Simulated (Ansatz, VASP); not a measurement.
One calculation of Al2Zn3O, two programs

File INCAR:

```
PREC     = Accurate       # precision mode
ENCUT    = 520            # plane-wave cutoff, eV
EDIFF    = 1E-6           # SCF threshold, eV
ISMEAR   = 0              # smearing method
SIGMA    = 0.1            # smearing width, eV
LREAL    = F              # projectors in reciprocal space
LASPH    = T              # aspherical terms in the spheres
NELM     = 150            # most SCF steps
ALGO     = Normal         # electronic algorithm
ISIF     = 2              # what is computed and relaxed
LWAVE    = F              # write WAVECAR
LCHARG   = F              # write CHGCAR
ISPIN    = 2              # spin polarisation
MAGMOM   = 0 0 0 0 0 1    # initial moments
LORBIT   = 11             # projections on sites
GGA      = PE             # functional
NBANDS   = 37             # bands
```

Contents of KPOINTS:

```
Automatic mesh
0
Gamma
  6 6 4
```

The input POSCAR:

```
Al2Zn3O
1.0
    4.9513638201      0.0000000000      0.0000000000
   -2.4756819100      4.2880068516      0.0000000000
    0.0000000000      0.0000000000      4.5589961241
Al Zn O
2 3 1
Direct
    0.3333333333      0.6666666667      0.0000000000
    0.6666666667      0.3333333333      0.0000000000
    0.5000000000      0.0000000000      0.5000000000
    0.5000000000      0.5000000000      0.5000000000
    0.0000000000      0.5000000000      0.5000000000
    0.0000000000      0.0000000000      0.0000000000
```

Input for Ansatz:

```yaml
crystal:
  lattice:
    - [4.9513638201, 0.0, 0.0]
    - [-2.47568191, 4.2880068516, 0.0]
    - [0.0, 0.0, 4.5589961241]
  atoms:
    - { symbol: Al, position: [0.3333333333, 0.6666666667, 0.0] }
    - { symbol: Al, position: [0.6666666667, 0.3333333333, 0.0] }
    - { symbol: Zn, position: [0.5, 0.0, 0.5] }
    - { symbol: Zn, position: [0.5, 0.5, 0.5] }
    - { symbol: Zn, position: [0.0, 0.5, 0.5] }
    - { symbol: O, position: [0.0, 0.0, 0.0], spin: 1.0 }
basis:
  ecutwfc: 420
kpoints:
  mp_grid: { grid: [6, 6, 4] }
hamiltonian:
  xc: pbe
scf:
  occupations: { method: gaussian, width: 0.1 }
  lower_state_search: "off"
output:
  forces: true
  stress: true
  eigenvalues: true
  populations: true
magnetization:
  spin_polarized: true
```

Change from the starting cell: species swapped into the SmAl3Pd2 type (P6/mmm, No. 191).

Alike in both runs: task single point; functional PBE; k mesh 6 × 6 × 4; occupations gaussian, width 0.1 eV; collinear spin.

|  | VASP | Ansatz |
| --- | --- | --- |
| version | VASP 6.6.1 | Ansatz 0.2.0 |
| potentials or method | VASP PAW PBE potentials, release 64 (Al, Zn, O), cutoff 520 eV | scalar-relativistic, plane waves, PAW |
| valence electrons in the cell | 48 | 48 |

|  | VASP | Ansatz | Ansatz less VASP |
| --- | --- | --- | --- |
| gap on the k mesh at the Fermi level (eV) | none | none | - |
| pressure (GPa) | 0.2 | 0.0 | -0.15 |
| traceless stress, the component that is largest in VASP (GPa) | 0.05 | 0.12 | +0.064 |
| net moment per atom (μB) | 0.00 | 0.00 | 0.000 |

A gap of «none» marks a metal or a gap that the smearing closes. The functional is the same, so the differences come from potentials, cutoffs and numerics. Ansatz's warnings: seeded moment not kept.
